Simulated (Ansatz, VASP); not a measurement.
**Two plane-wave programs on SrO**

```xyz
2
Lattice="0.0000 2.5799 2.4450 2.5799 0.0000 2.4450 2.5799 2.5799 0.0000" Properties=species:S:1:pos:R:3 pbc="T T T"
Sr    0.0000    0.0000    0.0000
O     2.5799    2.5799    2.4450
```

Change from the starting cell: uniaxial_z strain -5.2%.

Alike in both runs: task single point; functional PBE; k mesh 8 × 8 × 8; occupations fermi-dirac, width 0.02 eV; no spin polarisation.

|  | VASP | Ansatz |
| --- | --- | --- |
| version | VASP 6.6.1 | Ansatz 0.2.0 |
| potentials or method | VASP PAW PBE potentials, release 64 (Sr_sv, O) | plane waves, PAW |
| plane-wave cutoff (eV) | 520 | 420 |
| valence electrons in the cell | 16 | 16 |

|  | VASP | Ansatz | Ansatz less VASP |
| --- | --- | --- | --- |
| gap on the k mesh at the Fermi level (eV) | 2.93 | 2.99 | +0.058 |
| pressure (GPa) | 8.9 | 8.1 | -0.75 |
| traceless stress, the component that is largest in VASP (GPa) | 7.08 | 6.71 | -0.366 |
